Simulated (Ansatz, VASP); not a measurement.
Two plane-wave programs on EuS

```
Eu S
1.0
     0.00000    2.92422    2.92422
     2.92422    0.00000    2.92422
     2.92422    2.92422    0.00000
Eu S
1 1
Cartesian
  0.0000 0.0000 0.0000
  2.9242 2.9242 2.9242
```

Alike in both runs: task electric field gradients; functional PBE; k mesh 10 × 10 × 10; occupations fermi-dirac, width 0.08 eV; collinear spin.

|  | VASP | Ansatz |
| --- | --- | --- |
| version | VASP 6.6.1 | Ansatz 0.2.0 |
| potentials or method | VASP PAW PBE potentials, release 64 (Eu, S) | PAW with Ansatz's default frozen-core files, scalar-relativistic |
| plane-wave cutoff (eV) | 520 | 420 |
| valence electrons in the cell | 23 | 23 |

VASP gave:

```
pressure (GPa)                                                : -0.3
net moment per atom (μB)                                      : 3.47
size of the moment on the site where the two differ most (μB) : 6.56
```

Q: Estimate Ansatz's values.

A: Pressure (GPa): 0.0; net moment per atom (μB): 3.47; size of the moment on the site where the two differ most (μB): 6.71.

Site moments also hang on the region over which each program counts them. The functional is the same, so the differences come from potentials, cutoffs and numerics.

Spin-orbit coupling is off throughout.
